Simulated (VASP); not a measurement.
# In (P6_3/mmc) in VASP: further runs

The runs below take In through single point, relaxation of cell and atoms, with PBEsol.

All numbers are computed with VASP 6.6.1; they aren't measurements. Logs are shortened: lines on timing, memory, paths and dates and some standing lists are left out, and cuts for length are marked.

## Step 1: The cell of the first run

The structure is hexagonal, space group P6_3/mmc (No. 194). Conventional cell: a = 3.216 Å, b = 3.216 Å, c = 5.228 Å, α = 90.00°, β = 90.00°, γ = 120.00°. Within 4.2 Å of In (site symmetry -6m2) lie 12 In at 3.21 to 3.22 Å.

## Step 2: Single point, PBEsol

Contents of INCAR:

```
SYSTEM = In
PREC     = Accurate       ! precision mode
ENCUT    = 520            ! plane-wave cutoff, eV
EDIFF    = 1E-7           ! SCF threshold, eV
ISMEAR   = -1             ! smearing method
SIGMA    = 0.05           ! smearing width, eV
LREAL    = .False.        ! projectors in reciprocal space
LASPH    = .True.         ! aspherical terms in the spheres
NELM     = 80             ! most SCF steps
ALGO     = Normal         ! electronic algorithm
ISIF     = 2              ! what is computed and relaxed
LWAVE    = .False.        ! write WAVECAR
LCHARG   = .True.         ! write CHGCAR
GGA      = PS             ! functional
LELF     = .True.         ! ELF
LVHAR    = .True.       
NBANDS   = 20             ! bands
```

Contents of KPOINTS:

```
Automatic mesh
0
Gamma
  9 9 5
  0 0 0
```

Contents of POSCAR:

```
In
1.0
    3.2160248788      0.0000000000      0.0000000000
   -1.6080124394      2.7851592443      0.0000000000
    0.0000000000      0.0000000000      5.2276177555
In
2
Direct
    0.6666666667      0.3333333333      0.7500000000
    0.3333333333      0.6666666667      0.2500000000
```

Potentials or basis: VASP PAW PBE potentials, release 64 (In_d).

Launch:

```
> cat potpaw_PBE.64/In_d/POTCAR > POTCAR
> mpirun -np 1 vasp_std > vasp.out
```

OUTCAR:

```text
SYSTEM = In
   PREC = Accurate
   ENCUT = 520
   EDIFF = 1E-7
   ISMEAR = -1
   LREAL = .False.
   LASPH = .True.
   NELM = 80
   ISIF = 2
   GGA = PS

 ion  position               nearest neighbor table
   1  0.667  0.333  0.750-   2 3.21   2 3.21   2 3.21   2 3.21   2 3.21   2 3.21
   2  0.333  0.667  0.250-   1 3.21   1 3.21   1 3.21   1 3.21   1 3.21   1 3.21

  LATTYP: Found a hexagonal cell.
 ALAT       =     3.2160248788
 C/A-ratio  =     1.6254904587

  Lattice vectors:

 A1 = (   3.2160248788,   0.0000000000,   0.0000000000)
 A2 = (  -1.6080124394,   2.7851592443,   0.0000000000)
 A3 = (   0.0000000000,   0.0000000000,   5.2276177555)

Analysis of symmetry for initial positions (statically):
=====================================================================
 Subroutine PRICEL returns:
 Original cell was already a primitive cell.

 Routine SETGRP: Setting up the symmetry group for a
 hexagonal supercell.

 Subroutine GETGRP returns: Found 24 space group operations
 (whereof 12 operations were pure point group operations)
 out of a pool of 24 trial point group operations.

The static configuration has the point symmetry D_3d.
 The point group associated with its full space group is D_6h.

Analysis of symmetry for dynamics (positions and initial velocities):
=====================================================================
 Subroutine PRICEL returns:
 Original cell was already a primitive cell.

 Routine SETGRP: Setting up the symmetry group for a
 hexagonal supercell.

 Subroutine GETGRP returns: Found 24 space group operations
 (whereof 12 operations were pure point group operations)
 out of a pool of 24 trial point group operations.

The dynamic configuration has the point symmetry D_3d.
 The point group associated with its full space group is D_6h.

 Subroutine INISYM returns: Found 24 space group operations
 (whereof 12 operations are pure point group operations),
 and found     1 'primitive' translations

----------------------------------------------------------------------------------------

                                     Primitive cell

  volume of cell :      46.8245

  direct lattice vectors                    reciprocal lattice vectors
     3.216024879  0.000000000  0.000000000     0.310942868  0.179522949  0.000000000
    -1.608012439  2.785159244  0.000000000     0.000000000  0.359045897  0.000000000
     0.000000000  0.000000000  5.227617755     0.000000000  0.000000000  0.191291722

  length of vectors
     3.216024879  3.216024879  5.227617755     0.359045897  0.359045897  0.191291722

  position of ions in fractional coordinates (direct lattice)
     0.666666667  0.333333333  0.750000000
     0.333333333  0.666666667  0.250000000

  ion indices of the primitive-cell ions
   primitive index   ion index
                 1           1
                 2           2

----------------------------------------------------------------------------------------

 KPOINTS: Automatic mesh

Automatic generation of k-mesh.
 Grid dimensions read from file:
 generate k-points for:    9    9    5

 Generating k-lattice:

  Cartesian coordinates                     Fractional coordinates (reciprocal lattice)
     0.034549208  0.019946994  0.000000000     0.111111111  0.000000000  0.000000000
     0.000000000  0.039893989  0.000000000     0.000000000  0.111111111  0.000000000
     0.000000000  0.000000000  0.038258344     0.000000000  0.000000000  0.200000000

  Length of vectors
     0.039893989  0.039893989  0.038258344

  Shift w.r.t. Gamma in fractional coordinates (k-lattice)
     0.000000000  0.000000000  0.000000000

 Subroutine IBZKPT returns following result:
 ===========================================

 Found     36 irreducible k-points:

 Following reciprocal coordinates:
            Coordinates               Weight
  0.000000  0.000000  0.000000      1.000000
  0.111111 -0.000000  0.000000      6.000000
  0.222222 -0.000000  0.000000      6.000000
  0.333333  0.000000  0.000000      6.000000
  0.444444 -0.000000  0.000000      6.000000
  0.111111  0.111111  0.000000      6.000000
[... 16 lines left out ...]
  0.333333  0.222222  0.200000     24.000000
  0.333333  0.333333  0.200000      4.000000
 [... further k-points ...]
   k-points           NKPTS =     36   k-points in BZ     NKDIM =     36   number of bands    NBANDS=     20
   number of dos      NEDOS =    301   number of ions     NIONS =      2
   total plane-waves  NPLWV =  23040
   dimension x,y,z NGX =    24 NGY =   24 NGZ =   40
   dimension x,y,z NGXF=    48 NGYF=   48 NGZF=   80
   ions per type =               2
   NGX,Y,Z   is equivalent  to a cutoff of  12.41, 12.41, 12.72 a.u.
   NGXF,Y,Z  is equivalent  to a cutoff of  24.81, 24.81, 25.44 a.u.
 SYSTEM =  In
   PREC   = accura    normal or accurate (medium, high low for compatibility)
   ISTART =      0    job   : 0-new  1-cont  2-samecut
   ICHARG =      2    charge: 1-file 2-atom 10-const
   ISPIN  =      1    spin polarized calculation?
   LNONCOLLINEAR =      F non collinear calculations
   LSORBIT =      F    spin-orbit coupling
   LASPH  =      T    aspherical Exc in radial PAW
   ENCUT  =  520.0 eV  38.22 Ry    6.18 a.u.   5.98  5.98  9.72*2*pi/ulx,y,z
   NELM   =     80;   NELMIN=  2; NELMDL= -5     # of ELM steps
   EDIFF  = 0.1E-06   stopping-criterion for ELM
   LREAL  =      F    real-space projection
   EDIFFG = 0.1E-05   stopping-criterion for IOM
   NSW    =      0    number of steps for IOM
   IBRION =     -1    ionic relax: 0-MD 1-quasi-New 2-CG
   NFREE  =      0    steps in history (QN), initial steepest desc. (CG)
   ISIF   =      2    stress and relaxation
   ISYM   =      2    0-nonsym 1-usesym 2-fastsym
   POTIM  = 0.5000    time-step for ionic-motion
   TEBEG  =    0.0;   TEEND  =   0.0 temperature during run
   PSTRESS=    0.0 pullay stress
   NELECT =      26.0000    total number of electrons
   NUPDOWN=      -1.0000    fix difference up-down
   EMIN   =  10.00;   EMAX   =-10.00  energy-range for DOS
   EFERMI =   0.00;   METHOD = LEGACY
   ISMEAR =    -1;   SIGMA  =   0.05  broadening in eV -4-tet -1-fermi 0-gaus
   EFERMI_NEDOS =   21; number of points for ismear=-14 and -15
   IALGO  =     38    algorithm
   IMIX   =      4    mixing-type and parameters
     AMIX     =   0.40;   BMIX     =  1.00
     AMIX_MAG =   1.60;   BMIX_MAG =  1.00
  volume/ion in A,a.u.               =      23.41       157.99
  Fermi-wavevector in a.u.,A,eV,Ry     =   1.345576  2.542770 24.634361  1.810574
  Thomas-Fermi vector in A             =   2.473478
   LORBIT       =      0    0 simple, 1 ext, 2 COOP (PROOUT), +10 PAW based schemes
   GGA     = PS    functional components
   LHFCALC =     F    Hartree Fock is set to
   AEXX    =    0.0000 exact exchange contribution
   IVDW    =     0    specifies the selected vdW correction
   LEPSILON=     F    determine dielectric tensor
   LRPA    =     F    only Hartree local field effects (RPA)
 non-spin polarized calculation
  energy-cutoff  :      520.00
  volume of cell :       46.82
 maximum number of plane-waves:      1281
 NGX is ok and might be reduce to    24
   NGX = 11   NGY = 11   NGZ = 19

 number of electron      25.9999990 magnetization

 Free energy of the ion-electron system (eV)
  ---------------------------------------------------
  ext. energy  EPLUGINS =         0.00000000
  ---------------------------------------------------
  free energy    TOTEN  =        -5.87406411 eV

  energy without entropy =       -5.86849175  energy(sigma->0) =       -5.87127793

 E-fermi :   8.7134     XC(G=0): -10.9474

 val. band max:        8.6159725065   @ k =   0.3333   0.2222   0.2000
 cond. band min:       8.7409896745   @ k =   0.3333   0.3333   0.4000
 fundamental gap:      0.1250171680
 Fermi energy:         8.7133936983

 k-point     1 :       0.0000    0.0000    0.0000
  band No.  band energies     occupation
      1      -6.1209      2.00000
      2      -5.9952      2.00000
      3      -5.9685      2.00000
      4      -5.9685      2.00000
      5      -5.9264      2.00000
      6      -5.9264      2.00000
[... 12 lines left out ...]
     19      20.4217      0.00000
     20      20.6074      0.00000

 k-point     2 :       0.1111   -0.0000    0.0000
  band No.  band energies     occupation
      1      -6.1024      2.00000
      2      -6.0156      2.00000
      3      -5.9388      2.00000
      4      -5.9226      2.00000
      5      -5.9160      2.00000
      6      -5.8834      2.00000
[... 12 lines left out ...]
     19      20.6720      0.00000
     20      21.3235      0.00000

 k-point     3 :       0.2222   -0.0000    0.0000
  band No.  band energies     occupation
      1      -6.1452      2.00000
      2      -5.9918      2.00000
      3      -5.9524      2.00000
      4      -5.9303      2.00000
      5      -5.9117      2.00000
      6      -5.8162      2.00000
[... 12 lines left out ...]
     19      19.8945      0.00000
     20      20.9056      0.00000

 k-point     4 :       0.3333    0.0000    0.0000
  band No.  band energies     occupation
      1      -6.2220      2.00000
      2      -6.0555      2.00000
      3      -6.0235      2.00000
      4      -5.9575      2.00000
      5      -5.8548      2.00000
      6      -5.7786      2.00000
[... 12 lines left out ...]
     19      18.6635      0.00000
     20      19.8582      0.00000

 k-point     5 :       0.4444   -0.0000    0.0000
  band No.  band energies     occupation
      1      -6.2722      2.00000
      2      -6.1270      2.00000
      3      -6.0546      2.00000
      4      -5.9855      2.00000
      5      -5.8164      2.00000
      6      -5.8028      2.00000
[... 12 lines left out ...]
     19      17.9669      0.00000
     20      19.3177      0.00000
[... 353 lines left out ...]
      6      -5.7336      2.00000
[... 12 lines left out ...]
     19      18.9120      0.00000
     20      18.9482      0.00000

 k-point    22 :       0.2222    0.2222    0.2000
  band No.  band energies     occupation
      1      -6.1098      2.00000
      2      -6.0495      2.00000
      3      -6.0100      2.00000
      4      -6.0014      2.00000
      5      -5.8642      2.00000
      6      -5.7946      2.00000
[... 12 lines left out ...]
     19      17.9244      0.00000
     20      21.3806      0.00000

 k-point    23 :       0.3333    0.2222    0.2000
  band No.  band energies     occupation
      1      -6.1326      2.00000
      2      -6.0770      2.00000
      3      -6.0082      2.00000
      4      -5.9446      2.00000
      5      -5.8903      2.00000
      6      -5.7645      2.00000
[... 12 lines left out ...]
     19      17.0673      0.00000
     20      22.3651      0.00000

 k-point    24 :       0.3333    0.3333    0.2000
  band No.  band energies     occupation
      1      -6.1273      2.00000
      2      -6.0209      2.00000
      3      -6.0209      2.00000
      4      -5.8507      2.00000
      5      -5.8507      2.00000
      6      -5.8504      2.00000
[... 12 lines left out ...]
     19      15.7569      0.00000
     20      24.4422      0.00000

 [... further k-points ...]
[... 5 lines left out ...]
  --------------------------------------------------------------------------------------
  -------------------------------------------------------------------------------------
  Total        1.4461621      1.4461621      1.4633342      0.0000000     -0.0000000      0.0000000
  in kB       49.4828049     49.4828049     50.0703746      0.0000000     -0.0000000      0.0000000
  external PRESSURE =      49.6786615 kB  Pullay stress =       0.0000000 kB

 VOLUME and BASIS-vectors are now :
 -----------------------------------------------------------------------------
  energy-cutoff  :      520.00
  volume of cell :       46.82
      direct lattice vectors                 reciprocal lattice vectors
     3.216024879  0.000000000  0.000000000     0.310942868  0.179522949  0.000000000
    -1.608012439  2.785159244  0.000000000     0.000000000  0.359045897  0.000000000
     0.000000000  0.000000000  5.227617755     0.000000000  0.000000000  0.191291722

 POSITION                                       TOTAL-FORCE (eV/Angst)
 -----------------------------------------------------------------------------------
      1.60801      0.92839      3.92071         0.000000     -0.000000      0.000000
     -0.00000      1.85677      1.30690         0.000000      0.000000      0.000000
 -----------------------------------------------------------------------------------
    total drift:                               -0.000000      0.000000      0.000000

  FREE ENERGIE OF THE ION-ELECTRON SYSTEM (eV)
  ---------------------------------------------------
  free  energy   TOTEN  =        -5.8740641143 eV

  energy  without entropy=       -5.8684917461  energy(sigma->0) =       -5.87127793
```

Run time: 19 s. Hardware: 1 thread of Intel Xeon 6975P-C, shared host; peak memory 0.17 GiB.

What came out:

| Quantity | Value |
| --- | --- |
| Free energy | -5.8741 eV |
| Pressure | 5.0 GPa |
| Band gap on the k mesh | zero (band 13 reaches 11.29 eV, above the bottom of band 14 at 6.58 eV) |

Levels at points of the mesh, in eV from the Fermi level:
```csv
k point,band 9,band 10,band 11,band 12,band 13,band 14,band 15,band 16,band 17,band 18
"(0.00, 0.00, 0.00)",-14.30,-14.30,-10.41,-4.36,-3.91,9.02,9.02,11.03,11.03,11.06
```

Caveat: the PAW data sets were made with another functional, which shifts forces and pressure a little; spin-orbit coupling is left out, which moves the levels of the heavy elements.

## Step 3: Single point, PBEsol

This run uses another cell than the first one, of 25.60 Å³/atom, 1.093 times its volume.

Contents of INCAR:

```
SYSTEM = In
PREC = Accurate
ENCUT = 520
EDIFF = 1E-6
ISMEAR = -1
SIGMA = 0.05
LREAL = .FALSE.
LASPH = .TRUE.
NELM = 80
ALGO = Normal
ISIF = 2
LWAVE = .FALSE.
LCHARG = .FALSE.
GGA = PS
NBANDS = 20
```

Contents of KPOINTS:

```
regular mesh
0
G
  9 9 5
  0 0 0
```

Contents of POSCAR:

```
In
1.0
    3.3094379848      0.0000000000      0.0000000000
   -1.6547189924      2.8660573671      0.0000000000
    0.0000000000      0.0000000000      5.3977203450
In
2
Direct
    0.6666666667      0.3333333333      0.7500000000
    0.3333333333      0.6666666667      0.2500000000
```

Potentials or basis: VASP PAW PBE potentials, release 64 (In_d).

Launch:

```
> cat potpaw_PBE.64/In_d/POTCAR > POTCAR
> mpirun -np 1 vasp_std > vasp.out
```

It took 25 s on 1 thread of Intel Xeon 6975P-C, shared host; peak memory 0.19 GiB.

It converged, with:

| Property | Result |
| --- | --- |
| Free energy | -5.9377 eV |
| Pressure | -0.1 GPa |
| Band gap on the k mesh | zero (band 13 reaches 9.94 eV, above the bottom of band 14 at 5.67 eV) |

Levels at points of the mesh, in eV from the Fermi level:
| k point | band 11 | band 12 | band 13 | band 14 | band 15 | band 16 |
| --- | --- | --- | --- | --- | --- | --- |
| (0.00, 0.00, 0.00) | -9.75 | -4.37 | -3.52 | 8.42 | 8.42 | 10.31 |

Caveat: the PAW data sets were made with another functional, which shifts forces and pressure a little; spin-orbit coupling is left out, which moves the levels of the heavy elements.

## Step 4: Relaxation of cell and atoms, PBEsol

This run uses another cell than the first one, of 26.54 Å³/atom, 1.134 times its volume.

Contents of INCAR:

```
SYSTEM = In
PREC = Accurate ; ENCUT = 600
EDIFF = 1E-6 ; ISMEAR = -1
SIGMA = 0.05 ; LREAL = .FALSE.
LASPH = .TRUE. ; NELM = 80
ALGO = Normal ; ISIF = 3
LWAVE = .FALSE. ; LCHARG = .FALSE.
GGA = PS ; IBRION = 2
NSW = 80 ; EDIFFG = -0.01
```

KPOINTS is that of step 3.

Contents of POSCAR:

```
In
1.0
    3.3354847820      0.0000000000      0.0000000000
   -1.6677423910      2.8886145552      0.0000000000
    0.0000000000      0.0000000000      5.5091429200
In
2
Direct
    0.6666666667      0.3333333333      0.7500000000
    0.3333333333      0.6666666667      0.2500000000
```

Launch:

```
> cat potpaw_PBE.64/In_d/POTCAR > POTCAR
> mpirun -np 1 vasp_std > vasp.out
```

Wall time 2.7 min (1 thread of Intel Xeon 6975P-C, shared host); peak memory 0.21 GiB.

It converged, with:

| Item | Value |
| --- | --- |
| Free energy | -5.9385 eV |
| Relaxed volume | 25.63 Å³/atom |
| Relaxed cell | a = 3.311 Å, b = 3.311 Å, c = 5.400 Å, α = 90.00°, β = 90.00°, γ = 120.00° |
| Space group after relaxing (to 0.05 Å) | P6_3/mmc (No. 194) |
| Energy gained by relaxing | 4.5 meV/atom |
| Ionic steps | 10 |
| Pressure after relaxing | 0.0 GPa |
| Band gap on the k mesh | zero (band 13 reaches 9.93 eV, above the bottom of band 14 at 5.65 eV) |

Step by step:
| step | energy change (eV) | largest force (eV/Å) | pressure (GPa) | volume (Å³) |
| --- | --- | --- | --- | --- |
| 1 | 0.0000 | 0.0000 | -1.36 | 53.08 |
| 2 | -0.0081 | 0.0000 | -0.05 | 51.36 |
| 3 | -0.0082 | 0.0000 | 0.01 | 51.28 |
| 4 | -0.0082 | 0.0000 | 0.06 | 51.25 |
| 5 | -0.0087 | 0.0000 | 0.05 | 51.20 |
| 6 | -0.0089 | 0.0000 | 0.07 | 51.17 |
| 7 | -0.0089 | 0.0000 | 0.09 | 51.16 |
| 8 | -0.0089 | 0.0000 | -0.06 | 51.29 |
| 9 | -0.0089 | 0.0000 | 0.06 | 51.22 |
| 10 | -0.0089 | 0.0000 | -0.04 | 51.26 |

Final structure:
```xyz
2
Lattice="3.3106 0.0000 0.0000 -1.6553 2.8670 0.0000 0.0000 0.0000 5.4001" Properties=species:S:1:pos:R:3 pbc="T T T"
In    1.6553    0.9557    4.0500
In    0.0000    1.9114    1.3500
```

Levels at points of the mesh, in eV from the Fermi level:
```
           k point  band 9  band 10  band 11  band 12  band 13  band 14  band 15  band 16  band 17
(0.00, 0.00, 0.00)  -14.27   -14.27    -9.74    -4.37    -3.51     8.41     8.41    10.30    10.30
```

Caveat: the PAW data sets were made with another functional, which shifts forces and pressure a little; spin-orbit coupling is left out, which moves the levels of the heavy elements.

## Step 5: Summary

```csv
task,cell,cutoff (eV),gap on the mesh (eV),pressure (GPa)
single point,"a = 3.216, b = 3.216, c = 5.228 Å, angles 90.0, 90.0, 120.0°, 2 atoms",520,none,5.0
single point,"a = 3.309, b = 3.309, c = 5.398 Å, angles 90.0, 90.0, 120.0°, 2 atoms",520,none,-0.1
relaxation of cell and atoms,"relaxed from a = 3.335, b = 3.335, c = 5.509 Å, angles 90.0, 90.0, 120.0°, 2 atoms",600,none,0.0
```

Alike in all rows: level PBEsol; potentials or basis VASP PAW PBE potentials, release 64 (In_d); no spin polarisation; k mesh 9 × 9 × 5; smearing fermi-dirac 0.05 eV.

Caveats: the PAW data sets were made with another functional, which shifts forces and pressure a little; spin-orbit coupling is left out, which moves the levels of the heavy elements.

Total energies depend on the potentials used, so only differences within one code and one set of settings carry meaning.
